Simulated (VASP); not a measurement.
Input of a VASP 6.6.1 run:

POSCAR

```
LiTi8O16
1.0
    4.5964476744     -4.5964476744      0.0000000000
   -4.5964476744     -4.5964476744      0.0000000000
    0.0000000000      4.5964476744     -5.9081091050
Ti O Li
8 16 1
Direct
    0.4930867961      0.0387533308      0.0102821392
    0.2721733332      0.7454936349      0.5074610077
    0.0156260868      0.4741664965      0.0102816314
    0.7337193248      0.2646053149      0.5074610077
    0.1119011385      0.1045600346      0.2463398990
    0.8904498755      0.8752866441      0.7402950626
    0.6328718249      0.6444183504      0.2463398990
    0.3482735982      0.3676466024      0.7402948934
    0.6272449538      0.9308657277      0.2401143877
    0.3874770096      0.6810737382      0.7545624024
    0.1372190393      0.4291259847      0.2583515255
    0.8809841106      0.1781633175      0.7449043208
    0.8024456070      1.0131942261     -0.0014740757
    0.5579209552      0.7614224560      0.5009692522
    0.3043913295      0.5012524849      0.0011301416
    0.0475580645      0.2535808601      0.4963709958
    0.4414791858      0.2421835417      0.5009692522
    0.1951690523      1.0025151298      1.0011297853
    0.9472434337      0.7454282351      0.4963721807
    0.6945108217      0.4879689296      0.9985257373
    0.6195627828      0.3318632171      0.2583518640
    0.3623503376      0.0693782218      0.7449043208
    0.1112998393      0.8118862982      0.2401147262
    0.8655169706      0.5761260988      0.7545629102
    0.7099393387      0.7120420495      0.9214465920
```

The input INCAR.step1:

```
SYSTEM = LiTi8O16
ALGO = Normal ; EDIFF = 1E-4
ENCUT = 520 ; GGA = PE
ISMEAR = 0 ; LASPH = .TRUE.
LCHARG = .FALSE. ; LREAL = Auto
LWAVE = .TRUE. ; NBANDS = 116
NELECT = 194.0 ; NELM = 80
PREC = Accurate ; SIGMA = 0.02
```

The input INCAR.step2:

```
SYSTEM = LiTi8O16
ALGO = Normal ; EDIFF = 1E-6
ENCUT = 520 ; ISIF = 2
ISMEAR = 0 ; ISTART = 1
LASPH = .TRUE. ; LCHARG = .FALSE.
LMIXTAU = .TRUE. ; LREAL = Auto
LWAVE = .FALSE. ; METAGGA = R2SCAN
NBANDS = 116 ; NELECT = 194.0
NELM = 80 ; PREC = Accurate
SIGMA = 0.02
```

Contents of KPOINTS:

```
k-points
0
G
  2 2 2
  0 0 0
```

Potentials or basis: VASP PAW PBE potentials, release 64 (Ti_sv, O, Li_sv).

Command:

```sh
$ cat potpaw_PBE.64/Ti_sv/POTCAR potpaw_PBE.64/O/POTCAR potpaw_PBE.64/Li_sv/POTCAR > POTCAR
$ cp INCAR.step1 INCAR
$ mpirun -np 1 vasp_std > vasp.out
$ cp INCAR.step2 INCAR
$ mpirun -np 1 vasp_std > vasp.out
```

Estimate the largest force.

0.151 eV/Å.

Forces in eV/Å, atoms in the order of the input:
```
Ti   0.112  0.041  0.041
Ti  -0.097  0.043  0.039
Ti  -0.112 -0.041  0.041
Ti   0.097 -0.043  0.039
Ti  -0.046 -0.111 -0.037
Ti  -0.073  0.046 -0.071
Ti   0.046  0.111 -0.037
Ti   0.073 -0.046 -0.071
O   -0.043 -0.043  0.001
O    0.000  0.035 -0.041
O    0.098  0.099 -0.058
O    0.039  0.035  0.029
O   -0.051 -0.024  0.044
O    0.037 -0.046  0.013
O    0.000 -0.005 -0.020
O   -0.084  0.086  0.051
O   -0.037  0.046  0.013
O    0.000  0.005 -0.020
O    0.084 -0.086  0.051
O    0.051  0.024  0.044
O   -0.098 -0.099 -0.058
O   -0.039 -0.035  0.029
O    0.043  0.043  0.001
O    0.000 -0.035 -0.041
Li   0.000  0.000  0.022
```

Caveat: the k points lie up to 0.55 Å⁻¹ apart; the cell carries a net charge on a neutralising background, which shifts energy and pressure; the PAW data sets were made with another functional, which shifts forces and pressure a little.
